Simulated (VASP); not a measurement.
Crystal: Cu.

```
Cu
1.0
     2.51709    0.00000    0.00000
    -1.25854    2.17986    0.00000
     0.00000    0.00000    4.08497
Cu
2
Direct
  0.66667 0.33333 0.75000
  0.33333 0.66667 0.25000
```

This cell differs from its parent crystal: volume scaled by 0.98.

Base run:

| Item | Value |
| --- | --- |
| Program | VASP 6.6.1 |
| Functional | LDA |
| Potentials or basis | VASP PAW LDA potentials, release 64 (Cu) |
| Cutoff | 520 eV |
| k mesh | 12 × 12 × 7 |
| Occupations | fermi-dirac, width 0.05 eV |
| Spin | no spin polarisation |

Its results: band gap on the k mesh zero (band 11 reaches 12.10 eV, above the bottom of band 12 at 6.03 eV); pressure -3.6 GPa.

Problem. The run is repeated on the same cell with these changes: functional from LDA to PBEsol; potentials or basis from VASP PAW LDA potentials, release 64 (Cu) to VASP PAW PBE potentials, release 64 (Cu). What comes out?

Solution. Band gap on the k mesh zero (band 11 reaches 12.13 eV, above the bottom of band 12 at 6.12 eV); pressure 2.6 GPa.

Caveats: the PAW data sets were made with another functional, which shifts forces and pressure a little (some runs).
